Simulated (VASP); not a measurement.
Here is a VASP 6.6.1 calculation.

INCAR

```
SYSTEM = CdS
PREC = Accurate ; ENCUT = 520
EDIFF = 1E-6 ; ISMEAR = -1
SIGMA = 0.01 ; LREAL = .False.
LASPH = .True. ; NELM = 60
ALGO = Normal ; ISIF = 2
LWAVE = .False. ; LCHARG = .False.
GGA = PS ; NBANDS = 26
```

The input KPOINTS:

```
Automatic mesh
0
Gamma
  7 7 4
  0 0 0
```

Contents of POSCAR:

```
CdS
1.0
    4.0503918620      0.0000000000      0.0000000000
   -2.0251959310      3.5077422478      0.0000000000
    0.0000000000      0.0000000000      6.6112266477
Cd S
2 2
Direct
    0.3333333333      0.6666666667      0.0000000000
    0.6666666667      0.3333333333      0.5000000000
    0.3333333333      0.6666666667      0.3850000000
    0.6666666667      0.3333333333      0.8850000000
```

Potentials or basis: VASP PAW PBE potentials, release 64 (Cd, S).

Run with:

```console
$ cat potpaw_PBE.64/Cd/POTCAR potpaw_PBE.64/S/POTCAR > POTCAR
$ mpirun -np 1 vasp_std > vasp.out
```

Question: What does it give for the band gap on the k mesh?

Answer: 1.22 eV.

Question: Predict the pressure.

Answer: 4.1 GPa.

Question: Predict the largest force.

Answer: 0.324 eV/Å.

Stress tensor (GPa, compression positive):
```
5.15 0.00 0.00
0.00 5.15 0.00
0.00 0.00 2.07
```

Caveat: the cell stands under pressure; the PAW data sets were made with another functional, which shifts forces and pressure a little.
